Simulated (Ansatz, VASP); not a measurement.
One calculation of SiC, two programs

INCAR

```
  PREC = Accurate
  ENCUT = 520
  EDIFF = 1E-6
  ISMEAR = 0
  SIGMA = 0.05
  LREAL = False
  LASPH = True
  NELM = 80
  ALGO = Normal
  ISIF = 2
  LWAVE = False
  LCHARG = True
  GGA = PE
  LELF = True
  LVHAR = True
  NBANDS = 11
```

The input KPOINTS:

```
regular mesh
0
Gamma
  12 12 12
```

POSCAR

```
SiC
1.0
    0.0000000000      2.1376040982      2.1376040982
    2.1376040982      0.0000000000      2.1376040982
    2.2078600196      2.2078600196     -0.0702559214
Si C
1 1
Direct
    0.0000000000      0.0000000000      0.0000000000
    0.7500000000      0.7500000000      0.7500000000
```

Input for Ansatz:

```yaml
crystal:
  lattice:
    - [0.0, 2.1376040982, 2.1376040982]
    - [2.1376040982, 0.0, 2.1376040982]
    - [2.2078600196, 2.2078600196, -0.0702559214]
  atoms:
    - { symbol: Si, position: [0.0, 0.0, 0.0] }
    - { symbol: C, position: [0.75, 0.75, 0.75] }
basis:
  ecutwfc: 520.0
kpoints:
  mp_grid: { grid: [12, 12, 12] }
hamiltonian:
  xc: pbe
scf:
  occupations: { method: gaussian, width: 0.05 }
output:
  forces: true
  stress: true
  eigenvalues: true
```

Alike in both runs: task single point; functional PBE; k mesh 12 × 12 × 12; occupations gaussian, width 0.05 eV; no spin polarisation.

|  | VASP | Ansatz |
| --- | --- | --- |
| version | VASP 6.6.1 | Ansatz 0.2.0 |
| potentials or method | VASP PAW PBE potentials, release 64 (Si, C), cutoff 520 eV | scalar-relativistic, plane waves, PAW |
| valence electrons in the cell | 8 | 8 |

|  | VASP | Ansatz | Ansatz less VASP |
| --- | --- | --- | --- |
| gap on the k mesh at the Fermi level (eV) | 1.21 | 1.21 | +0.004 |
| least direct gap on the mesh (eV) | 4.26 | 4.27 | +0.005 |
| pressure (GPa) | 6.1 | 6.1 | +0.06 |
| traceless stress, the component that is largest in VASP (GPa) | -8.72 | -8.69 | +0.033 |
| rms of the force components (eV/Å) | 0.220 | 0.220 | +0.0007 |

Atom by atom the forces differ by 0.001 eV/Å (rms over components).
